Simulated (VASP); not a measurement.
# NiSb (F-43m) in VASP: a series of runs

Runs on NiSb. Level: PBE. Tasks: single point, relaxation of cell and atoms.

Program: VASP 6.6.1. These are calculated values, not measurements. Logs are shortened: lines on timing, memory, paths and dates and some standing lists are left out, and cuts for length are marked.

### Step 1. The cell of the first run

It takes space group F-43m (No. 216, cubic). The conventional cell has a = 5.711 Å, b = 5.711 Å, c = 5.711 Å, α = 90.00°, β = 90.00°, γ = 90.00°. Within 3.3 Å of Ni (site symmetry -43m) lie 4 Sb at 2.47 Å. Sb (site symmetry -43m) has 4 Ni at 2.47 Å within 3.3 Å.

### Step 2. Single point, PBE

INCAR reads:

```
PREC = Accurate ; ENCUT = 520
EDIFF = 1E-6 ; ISMEAR = 0
SIGMA = 0.1 ; LREAL = F
LASPH = T ; NELM = 60
ALGO = Normal ; ISIF = 2
LWAVE = F ; LCHARG = F
GGA = PE ; NBANDS = 14
```

KPOINTS reads:

```
Automatic mesh
0
Gamma
  14 14 14
```

POSCAR reads:

```
NiSb
1.0
    0.0000000000      2.8553776483      2.8553776483
    2.8553776483      0.0000000000      2.8553776483
    2.8553776483      2.8553776483      0.0000000000
Ni Sb
1 1
Direct
    0.0000000000      0.0000000000      0.0000000000
    0.2500000000      0.2500000000      0.2500000000
```

Potentials or basis: VASP PAW PBE potentials, release 64 (Ni, Sb).

Command:

```bash
$ cat potpaw_PBE.64/Ni/POTCAR potpaw_PBE.64/Sb/POTCAR > POTCAR
$ mpirun -np 1 vasp_std > vasp.out
```

OUTCAR:

```text
PREC = Accurate
   ENCUT = 520
   EDIFF = 1E-6
   ISMEAR = 0
   LREAL = F
   LASPH = T
   NELM = 60
   ISIF = 2
   GGA = PE

 ion  position               nearest neighbor table
   1  0.000  0.000  0.000-   2 2.47   2 2.47   2 2.47   2 2.47
   2  0.250  0.250  0.250-   1 2.47   1 2.47   1 2.47   1 2.47

  LATTYP: Found a face centered cubic cell.
 ALAT       =     5.7107552966

  Lattice vectors:

 A1 = (   0.0000000000,   2.8553776483,   2.8553776483)
 A2 = (   2.8553776483,   0.0000000000,   2.8553776483)
 A3 = (   2.8553776483,   2.8553776483,   0.0000000000)

Analysis of symmetry for initial positions (statically):
=====================================================================
 Subroutine PRICEL returns:
 Original cell was already a primitive cell.

 Routine SETGRP: Setting up the symmetry group for a
 face centered cubic supercell.

 Subroutine GETGRP returns: Found 24 space group operations
 (whereof 24 operations were pure point group operations)
 out of a pool of 48 trial point group operations.

The static configuration has the point symmetry T_d .

Analysis of symmetry for dynamics (positions and initial velocities):
=====================================================================
 Subroutine PRICEL returns:
 Original cell was already a primitive cell.

 Routine SETGRP: Setting up the symmetry group for a
 face centered cubic supercell.

 Subroutine GETGRP returns: Found 24 space group operations
 (whereof 24 operations were pure point group operations)
 out of a pool of 48 trial point group operations.

The dynamic configuration has the point symmetry T_d .

 Subroutine INISYM returns: Found 24 space group operations
 (whereof 24 operations are pure point group operations),
 and found     1 'primitive' translations

----------------------------------------------------------------------------------------

                                     Primitive cell

  volume of cell :      46.5608

  direct lattice vectors                    reciprocal lattice vectors
     0.000000000  2.855377648  2.855377648    -0.175108186  0.175108186  0.175108186
     2.855377648  0.000000000  2.855377648     0.175108186 -0.175108186  0.175108186
     2.855377648  2.855377648  0.000000000     0.175108186  0.175108186 -0.175108186

  length of vectors
     4.038113796  4.038113796  4.038113796     0.303296275  0.303296275  0.303296275

  position of ions in fractional coordinates (direct lattice)
     0.000000000  0.000000000  0.000000000
     0.250000000  0.250000000  0.250000000

  ion indices of the primitive-cell ions
   primitive index   ion index
                 1           1
                 2           2

----------------------------------------------------------------------------------------

 KPOINTS: Automatic mesh

Automatic generation of k-mesh.
 Grid dimensions read from file:
 generate k-points for:   14   14   14

 Generating k-lattice:

  Cartesian coordinates                     Fractional coordinates (reciprocal lattice)
    -0.012507728  0.012507728  0.012507728     0.071428571  0.000000000  0.000000000
     0.012507728 -0.012507728  0.012507728     0.000000000  0.071428571  0.000000000
     0.012507728  0.012507728 -0.012507728     0.000000000  0.000000000  0.071428571

  Length of vectors
     0.021664020  0.021664020  0.021664020

  Shift w.r.t. Gamma in fractional coordinates (k-lattice)
     0.000000000  0.000000000  0.000000000

 Subroutine IBZKPT returns following result:
 ===========================================

 Found    104 irreducible k-points:

 Following reciprocal coordinates:
            Coordinates               Weight
  0.000000  0.000000  0.000000      1.000000
  0.071429  0.000000  0.000000      8.000000
  0.142857  0.000000  0.000000      8.000000
  0.214286  0.000000  0.000000      8.000000
  0.285714  0.000000  0.000000      8.000000
  0.357143  0.000000  0.000000      8.000000
[... 16 lines left out ...]
  0.214286  0.142857  0.000000     24.000000
  0.285714  0.142857  0.000000     24.000000
 [... further k-points ...]
   k-points           NKPTS =    104   k-points in BZ     NKDIM =    104   number of bands    NBANDS=     14
   number of dos      NEDOS =    301   number of ions     NIONS =      2
   total plane-waves  NPLWV =  27000
   dimension x,y,z NGX =    30 NGY =   30 NGZ =   30
   dimension x,y,z NGXF=    60 NGYF=   60 NGZF=   60
   ions per type =               1   1
   NGX,Y,Z   is equivalent  to a cutoff of  12.35, 12.35, 12.35 a.u.
   NGXF,Y,Z  is equivalent  to a cutoff of  24.70, 24.70, 24.70 a.u.
 SYSTEM =  unknown system
   PREC   = accura    normal or accurate (medium, high low for compatibility)
   ISTART =      0    job   : 0-new  1-cont  2-samecut
   ICHARG =      2    charge: 1-file 2-atom 10-const
   ISPIN  =      1    spin polarized calculation?
   LNONCOLLINEAR =      F non collinear calculations
   LSORBIT =      F    spin-orbit coupling
   LASPH  =      T    aspherical Exc in radial PAW
   ENCUT  =  520.0 eV  38.22 Ry    6.18 a.u.   7.51  7.51  7.51*2*pi/ulx,y,z
   NELM   =     60;   NELMIN=  2; NELMDL= -5     # of ELM steps
   EDIFF  = 0.1E-05   stopping-criterion for ELM
   LREAL  =      F    real-space projection
   EDIFFG = 0.1E-04   stopping-criterion for IOM
   NSW    =      0    number of steps for IOM
   IBRION =     -1    ionic relax: 0-MD 1-quasi-New 2-CG
   NFREE  =      0    steps in history (QN), initial steepest desc. (CG)
   ISIF   =      2    stress and relaxation
   ISYM   =      2    0-nonsym 1-usesym 2-fastsym
   POTIM  = 0.5000    time-step for ionic-motion
   TEBEG  =    0.0;   TEEND  =   0.0 temperature during run
   PSTRESS=    0.0 pullay stress
   NELECT =      15.0000    total number of electrons
   NUPDOWN=      -1.0000    fix difference up-down
   EMIN   =  10.00;   EMAX   =-10.00  energy-range for DOS
   EFERMI =   0.00;   METHOD = LEGACY
   ISMEAR =     0;   SIGMA  =   0.10  broadening in eV -4-tet -1-fermi 0-gaus
   EFERMI_NEDOS =   21; number of points for ismear=-14 and -15
   IALGO  =     38    algorithm
   IMIX   =      4    mixing-type and parameters
     AMIX     =   0.40;   BMIX     =  1.00
     AMIX_MAG =   1.60;   BMIX_MAG =  1.00
  volume/ion in A,a.u.               =      23.28       157.10
  Fermi-wavevector in a.u.,A,eV,Ry     =   1.122273  2.120788 17.136481  1.259496
  Thomas-Fermi vector in A             =   2.258932
   LORBIT       =      0    0 simple, 1 ext, 2 COOP (PROOUT), +10 PAW based schemes
   GGA     = PE    functional components
   LHFCALC =     F    Hartree Fock is set to
   AEXX    =    0.0000 exact exchange contribution
   IVDW    =     0    specifies the selected vdW correction
   LEPSILON=     F    determine dielectric tensor
   LRPA    =     F    only Hartree local field effects (RPA)
 non-spin polarized calculation
 Gauss-broadening in eV      SIGMA  =   0.10
  energy-cutoff  :      520.00
  volume of cell :       46.56
 maximum number of plane-waves:      1275
   NGX = 15   NGY = 15   NGZ = 15

 number of electron      14.9999990 magnetization

 Free energy of the ion-electron system (eV)
  ---------------------------------------------------
  ext. energy  EPLUGINS =         0.00000000
  ---------------------------------------------------
  free energy    TOTEN  =        -9.25170557 eV

  energy without entropy =       -9.24332449  energy(sigma->0) =       -9.24751503

 E-fermi :   5.8201     XC(G=0):  -9.8441

 val. band max:        5.8118821122   @ k =   0.4286   0.2857   0.0000
 cond. band min:       5.8448365029   @ k =  -0.1429   0.2143   0.0714
 fundamental gap:      0.0329543907
 Fermi energy:         5.8200563851

 k-point     1 :       0.0000    0.0000    0.0000
  band No.  band energies     occupation
      1      -5.0031      2.00000
      2       3.1816      2.00000
      3       3.1816      2.00000
      4       3.1816      2.00000
      5       4.2227      2.00000
      6       4.2227      2.00000
      7       9.2401      0.00000
      8       9.2401      0.00000
      9       9.2401      0.00000
     10      11.1718      0.00000
     11      12.0655      0.00000
     12      12.0655      0.00000
     13      12.0655      0.00000
     14      15.1517      0.00000

 k-point     2 :       0.0714    0.0000    0.0000
  band No.  band energies     occupation
      1      -4.9474      2.00000
      2       3.1320      2.00000
      3       3.1917      2.00000
      4       3.1917      2.00000
      5       4.2183      2.00000
      6       4.2183      2.00000
      7       8.5515      0.00000
      8       9.1072      0.00000
      9       9.1072      0.00000
     10      11.4147      0.00000
     11      12.2272      0.00000
     12      12.2272      0.00000
     13      12.3408      0.00000
     14      15.5014      0.00000

 k-point     3 :       0.1429    0.0000    0.0000
  band No.  band energies     occupation
      1      -4.7838      2.00000
      2       2.9805      2.00000
      3       3.2192      2.00000
      4       3.2192      2.00000
      5       4.2086      2.00000
      6       4.2086      2.00000
      7       7.3723      0.00000
      8       8.7932      0.00000
      9       8.7932      0.00000
     10      11.3261      0.00000
     11      12.5859      0.00000
     12      12.5859      0.00000
     13      13.2505      0.00000
     14      15.9608      0.00000
[... 324 lines left out ...]
 k-point    23 :       0.2143    0.1429    0.0000
  band No.  band energies     occupation
      1      -4.5171      2.00000
      2       2.7778      2.00000
      3       3.2568      2.00000
      4       3.2632      2.00000
      5       4.1363      2.00000
      6       4.2444      2.00000
      7       6.9227      0.00000
      8       7.6760      0.00000
      9       7.8800      0.00000
     10      11.0499      0.00000
     11      12.4672      0.00000
     12      13.6989      0.00000
     13      14.0241      0.00000
     14      15.3785      0.00000

 k-point    24 :       0.2857    0.1429    0.0000
  band No.  band energies     occupation
      1      -4.2383      2.00000
      2       2.5244      2.00000
      3       3.2702      2.00000
      4       3.3027      2.00000
      5       4.1274      2.00000
      6       4.2502      2.00000
      7       5.9394      0.09137
      8       7.3479      0.00000
      9       7.5651      0.00000
     10      11.2136      0.00000
     11      12.5939      0.00000
     12      13.4779      0.00000
     13      14.2446      0.00000
     14      16.4617      0.00000

 [... further k-points ...]

------------------------ aborting loop because EDIFF is reached ----------------------------------------

  FORCE on cell =-STRESS in cart. coord.  units (eV):
  Direction    XX          YY          ZZ          XY          YZ          ZX
  --------------------------------------------------------------------------------------
  -------------------------------------------------------------------------------------
  Total       -0.0324154     -0.0324154     -0.0324154     -0.0000000     -0.0000000      0.0000000
  in kB       -1.1154279     -1.1154279     -1.1154279     -0.0000000     -0.0000000      0.0000000
  external PRESSURE =      -1.1154279 kB  Pullay stress =       0.0000000 kB

 VOLUME and BASIS-vectors are now :
 -----------------------------------------------------------------------------
  energy-cutoff  :      520.00
  volume of cell :       46.56
      direct lattice vectors                 reciprocal lattice vectors
     0.000000000  2.855377648  2.855377648    -0.175108186  0.175108186  0.175108186
     2.855377648  0.000000000  2.855377648     0.175108186 -0.175108186  0.175108186
     2.855377648  2.855377648  0.000000000     0.175108186  0.175108186 -0.175108186

 POSITION                                       TOTAL-FORCE (eV/Angst)
 -----------------------------------------------------------------------------------
      0.00000      0.00000      0.00000         0.000000      0.000000      0.000000
      1.42769      1.42769      1.42769        -0.000000     -0.000000     -0.000000
 -----------------------------------------------------------------------------------
    total drift:                                0.000001      0.000001      0.000001

  FREE ENERGIE OF THE ION-ELECTRON SYSTEM (eV)
  ---------------------------------------------------
  free  energy   TOTEN  =        -9.2517055687 eV

  energy  without entropy=       -9.2433244897  energy(sigma->0) =       -9.24751503
```

Wall time 2 min (1 thread of AMD EPYC 7R13, shared host); peak memory 0.19 GiB.

Results:

```yaml
Free_energy: -9.2517 eV
Pressure: -0.1 GPa
Band_gap_on_the_k_mesh: zero (an odd number of electrons rules out a gap without spin polarisation)
```

Caveat: spin-orbit coupling is left out, which moves the levels of the heavy elements. Spin polarisation is off, so any magnetic state and its effect on volume and gap are missing.

### Step 3. Relaxation of cell and atoms, PBE

This run uses another cell than the first one, of 22.01 Å³/atom.

INCAR reads:

```
SYSTEM = NiSb
ALGO = Normal
EDIFF = 1E-6
EDIFFG = -0.01
ENCUT = 600
GGA = PE
IBRION = 2
ISIF = 3
ISMEAR = 0
LASPH = .TRUE.
LCHARG = .FALSE.
LREAL = .FALSE.
LWAVE = .FALSE.
NELM = 80
NSW = 100
PREC = Accurate
SIGMA = 0.1
```

KPOINTS reads:

```
k-points
0
G
  14 14 14
  0 0 0
```

POSCAR reads:

```
NiSb
1.0
    0.0000000000      2.8026362891      2.8026362891
    2.8026362891      0.0000000000      2.8026362891
    2.8026362891      2.8026362891      0.0000000000
Ni Sb
1 1
Direct
    0.0000000000      0.0000000000      0.0000000000
    0.2500000000      0.2500000000      0.2500000000
```

Potentials or basis: VASP PAW PBE potentials, release 64 (Ni, Sb).

Command:

```bash
$ cat potpaw_PBE.64/Ni/POTCAR potpaw_PBE.64/Sb/POTCAR > POTCAR
$ mpirun -np 1 vasp_std > vasp.out
```

Run time: 4.4 min. Hardware: 1 thread of AMD EPYC 7R13, shared host; peak memory 0.22 GiB.

The run converged. Its results:

```
Free energy                           : -9.2511 eV
Relaxed volume                        : 23.25 Å³/atom
Relaxed cell                          : a = 4.036 Å, b = 4.036 Å, c = 4.036 Å, α = 60.00°, β = 60.00°, γ = 60.00°
Space group after relaxing (to 0.1 Å) : F-43m (No. 216)
Energy gained by relaxing             : 16.5 meV/atom
Ionic steps                           : 3
Pressure after relaxing               : 0.0 GPa
Band gap on the k mesh                : zero (an odd number of electrons rules out a gap without spin polarisation)
```

The path:
```csv
step,energy change (eV),largest force (eV/Å),pressure (GPa),volume (Å³)
1,0.0000,0.0000,4.47,44.03
2,-0.0217,0.0000,-2.09,48.06
3,-0.0330,0.0000,-0.01,46.50
```

Final structure:
```
Ni Sb
1.0
     0.00000    2.85404    2.85404
     2.85404    0.00000    2.85404
     2.85404    2.85404    0.00000
Ni Sb
1 1
Direct
  0.00000 0.00000 0.00000
  0.25000 0.25000 0.25000
```

Levels at points of the mesh, in eV from the Fermi level:
```tsv
k point	band 5	band 6	band 7	band 8	band 9	band 10
(0.00, 0.00, 0.00)	-1.60	-1.60	3.43	3.43	3.43	5.36
(0.50, 0.00, 0.00)	-1.57	-1.57	-1.47	1.75	1.75	4.90
(0.50, 0.50, 0.00)	-1.70	-1.51	-1.35	-0.45	-0.45	3.96
```

Caveat: spin-orbit coupling is left out, which moves the levels of the heavy elements. Spin polarisation is off, so any magnetic state and its effect on volume and gap are missing.

The gap in the log of VASP goes by the Fermi energy; the results here count the filled bands.